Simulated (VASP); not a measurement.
Write the native input for VASP 6.6.1 that does the following.

* Task: single point
* Functional: PBEsol
* Potentials or basis: VASP PAW PBE potentials, release 64 (Ru_pv)
* Cutoff: 520 eV
* k mesh: 21 × 21 × 12
* Occupations: gaussian, width 0.15 eV
* Spin: no spin polarisation
* Dipole correction: no
* Further INCAR settings: ALGO = Fast; EDIFF = 1e-06; NBANDS = 21

The structure of Ru lies in POSCAR:

```
Ru
1.0
    2.5753640179      0.0000000000      0.0000000000
   -1.2876820089      2.2303306635      0.0000000000
    0.0000000000      0.0000000000      4.3412911250
Ru
2
Direct
    0.3333333333      0.6666666667      0.2500000000
    0.6666666667      0.3333333333      0.7500000000
```

This cell differs from its parent crystal: volume 12.468 Å^3 an atom, c/a of the conventional cell 1.6857.

These files were run (other wordings do the same):

INCAR

```
PREC = Accurate
ENCUT = 520
EDIFF = 1E-6
ISMEAR = 0
SIGMA = 0.15
LREAL = False
LASPH = True
NELM = 80
ALGO = Fast
ISIF = 2
LWAVE = False
LCHARG = True
GGA = PS
LELF = True
LVHAR = True
NBANDS = 21
```

KPOINTS

```
regular mesh
0
Gamma
  21 21 12
```

Potentials or basis: VASP PAW PBE potentials, release 64 (Ru_pv).

Run with:

```bash
$ cat potpaw_PBE.64/Ru_pv/POTCAR > POTCAR
$ mpirun -np 1 vasp_std > vasp.out
```

It gave:

The pressure is 27.9 GPa and the band gap on the k mesh is zero (band 14 reaches 16.26 eV, above the bottom of band 15 at 12.72 eV).

Caveat: the PAW data sets were made with another functional, which shifts forces and pressure a little.

Run time: 120 s on 1 thread of Intel(R) Xeon(R) Platinum 8259CL CPU @ 2.50GHz (Skylake/Cascade Lake), with other jobs on the host, peak memory 0.24 GiB.
